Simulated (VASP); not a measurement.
Sb: single point with PBE+D3(BJ)

Slab: Sb, a slab with vacuum.

```xyz
2
Lattice="4.0650 0.0000 0.0000 -2.0325 3.5204 0.0000 0.0000 0.0000 21.5290" Properties=species:S:1:pos:R:3 pbc="T T T"
Sb    0.0000    2.3469   11.5902
Sb    2.0325    1.1735    9.9388
```

| Property | Result |
| --- | --- |
| Program | VASP 6.6.1 |
| Task | single point |
| Functional | PBE |
| Dispersion | D3(BJ) |
| Potentials or basis | VASP PAW PBE potentials, release 64 (Sb_d_GW) |
| Cutoff | 400 eV |
| k mesh | 12 × 12 × 1 |
| Occupations | gaussian, width 0.05 eV |
| Spin | no spin polarisation |
| Dipole correction | yes |
| Second run | valence_matched |
| Further INCAR settings | ALGO = Normal; EDIFF = 1e-06; NBANDS = 22; NELMDL = -8 |

```
Largest force                          : 0.006 eV/Å
Band gap on the k mesh                 : 1.17 eV, indirect (least direct gap 1.67 eV)
Dispersion energy per atom             : -0.237 eV
Ionisation potential of the upper face : 4.69 eV
```

Forces in eV/Å, atoms in the order of the input:
```
Sb   0.000  0.000  0.006
Sb   0.000  0.000 -0.006
```

Levels at points of the mesh, in eV from the valence-band top:
```csv
k point,band 13,band 14,band 15,band 16,band 17,band 18
"(0.00, 0.00, 0.00)",-0.82,0.00,0.00,1.67,2.78,2.78
"(0.50, 0.00, 0.00)",-3.14,-1.65,-1.62,1.58,2.28,3.49
```

Run time: 5.4 min on 1 thread of AMD EPYC 7R13 Processor (Zen 3) (shared host), peak memory 0.33 GiB.

Caveat: spin-orbit coupling is left out, which moves the levels of the heavy elements.
